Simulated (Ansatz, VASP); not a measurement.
# Bi2Se3, level by level in two programs

```
Bi Se
1.0
     2.07150    1.19598    9.54533
    -2.07150    1.19598    9.54533
     0.00000   -2.39196    9.54533
Bi Se
2 3
Direct
  0.59920 0.59920 0.59920
  0.40080 0.40080 0.40080
  0.78830 0.78830 0.78830
  0.21170 0.21170 0.21170
  0.00000 0.00000 0.00000
```

Single points on this cell with VASP 6.6.1 and Ansatz 0.2.0. Each row is one pair of runs. Alike in all rows: spin: off; VASP's potentials, cutoff: VASP PAW PBE potentials, release 64 (Bi_d, Se), 520 eV; Ansatz's potentials, cutoff: Ansatz PAW, 420 eV.

| level | k mesh | smearing | gap on the k mesh at the Fermi level (eV), VASP | gap on the k mesh at the Fermi level (eV), Ansatz | least direct gap on the mesh (eV), VASP | least direct gap on the mesh (eV), Ansatz | pressure (GPa), VASP | pressure (GPa), Ansatz |
| --- | --- | --- | --- | --- | --- | --- | --- | --- |
| PBE | 3 × 3 × 3 | fermi-dirac, width 0.05 eV | 0.24 | 0.24 | 0.24 | 0.24 | 2.5 | 2.5 |
| PBE+D3(BJ) | 8 × 8 × 8 | fermi-dirac, width 0.05 eV | 0.21 | 0.22 | 0.21 | 0.22 | 0.2 | 0.2 |
| PBE | 8 × 8 × 8 | gaussian, width 0.011 eV | 0.21 | 0.22 | 0.21 | 0.22 | 2.6 | 2.5 |

Gap on the k mesh at the fermi level (eV): the two programs differ by at most 0.002; least direct gap on the mesh (eV): the two programs differ by at most 0.002; pressure (GPa): the two programs differ by at most 0.02.

VASP's potentials hold 48 valence electrons a cell and Ansatz's 78, so a difference there can come from the potentials and not from the codes.

The k mesh is coarse in some rows, so the values compare programs but aren't converged. Spin-orbit coupling is off throughout. Noted on Ansatz's runs: odd divisions of the mesh miss points on the zone boundary, where band edges often lie, so the gap on the mesh can be too wide.
